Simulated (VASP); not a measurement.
Wanted: the native input for a VASP 6.6.1 run.

- Task: single point
- Functional: PBE
- Potentials or basis: VASP PAW PBE potentials, release 64 (Ba_sv, Ti_sv, O)
- Cutoff: 520 eV
- k mesh: 6 × 6 × 6
- Occupations: gaussian, width 0.05 eV
- Spin: no spin polarisation
- Dipole correction: no
- Further INCAR settings: ALGO = Normal; EDIFF = 1e-06; NBANDS = 28

The structure of BaTiO3 lies in POSCAR:

```
BaTiO3
1.0
    2.8630706910      1.6529946342      2.3563003940
   -2.8630706910      1.6529946342      2.3563003940
    0.0000000000     -3.3059892684      2.3563003940
Ba Ti O
1 1 3
Direct
   -0.0693144481     -0.0693144481     -0.0693144481
    0.5191875227      0.5191875227      0.5191875227
    0.4883938465      0.4883938465      0.9777702638
    0.4883938465      0.9777702638      0.4883938465
    0.9777702638      0.4883938465      0.4883938465
```

This cell differs from its parent crystal: atom 1 (Ba) moved +0.525 Å towards its neighbour atom 2 (Ti) at 3.434 Å.

One way to write it, as run:

INCAR

```
SYSTEM = BaTiO3
ALGO = Normal
EDIFF = 1E-6
ENCUT = 520
GGA = PE
ISIF = 2
ISMEAR = 0
LASPH = .True.
LCHARG = .False.
LREAL = .False.
LWAVE = .False.
NBANDS = 28
NELM = 80
PREC = Accurate
SIGMA = 0.05
```

KPOINTS

```
k-points
0
Gamma
  6 6 6
  0 0 0
```

Potentials or basis: VASP PAW PBE potentials, release 64 (Ba_sv, Ti_sv, O).

Command:

```bash
$ cat potpaw_PBE.64/Ba_sv/POTCAR potpaw_PBE.64/Ti_sv/POTCAR potpaw_PBE.64/O/POTCAR > POTCAR
$ mpirun -np 1 vasp_std > vasp.out
```

It gave:

```json
{
  "Pressure": "7.7 GPa",
  "Largest force": "4.050 eV/Å",
  "Band gap on the k mesh": "2.45 eV (least direct gap 2.95 eV)"
}
```

Caveat: the cell differs from its parent crystal (atom 1 (Ba) moved +0.525 Å towards its neighbour atom 2 (Ti) at 3.434 Å); the stress differs along the axes, from 3 to 16 GPa; spin-orbit coupling is left out, which moves the levels of the heavy elements; forces of over 1 eV/Å act on the atoms, so gaps and moduli don't describe the material at rest.

It took 2.2 min on 1 thread of Intel Xeon 8259CL, on a shared host, peak memory 0.21 GiB.
